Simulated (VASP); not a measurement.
A run of VASP 6.6.1 is set up as follows.

File INCAR:

```
SYSTEM = BaZrO3
  PREC = Accurate
  ENCUT = 520
  EDIFF = 1E-6
  ISMEAR = 0
  SIGMA = 0.05
  LREAL = .False.
  LASPH = .True.
  NELM = 150
  ALGO = Normal
  ISIF = 2
  LWAVE = .False.
  LCHARG = .False.
  LNONCOLLINEAR = .True.
  MAGMOM = 0 0 0 0 0 0 0 0 0 0 0 0 0 0 0
  LORBIT = 11
  LSORBIT = .True.
  GGA_COMPAT = .False.
  LORBMOM = .True.
  LMAXMIX = 4
  GGA = PE
  NBANDS = 55
```

Contents of KPOINTS:

```
Automatic mesh
0
Gamma
  6 6 6
  0 0 0
```

File POSCAR:

```
BaZrO3
1.0
    4.1988037314      0.0000000000      0.0000000000
    0.0000000000      4.1988037314      0.0000000000
    0.0000000000      0.0000000000      4.1988037314
Ba Zr O
1 1 3
Direct
    0.0000000000      0.0000000000      0.0000000000
    0.5000000000      0.5000000000      0.5000000000
    0.0000000000      0.5000000000      0.5000000000
    0.5000000000      0.5000000000      0.0000000000
    0.5000000000      0.0000000000      0.5000000000
```

Potentials or basis: VASP PAW PBE potentials, release 64 (Ba_sv, Zr_sv, O).

The run is started by

```sh
$ cat potpaw_PBE.64/Ba_sv/POTCAR potpaw_PBE.64/Zr_sv/POTCAR potpaw_PBE.64/O/POTCAR > POTCAR
$ mpirun -np 1 vasp_ncl > vasp.out
```

(1) What does it give for the pressure?

(2) Estimate the net moment.

Answers

(1) 4.2 GPa.

(2) 0.00 μB per cell.

Caveat: the cell stands under pressure.
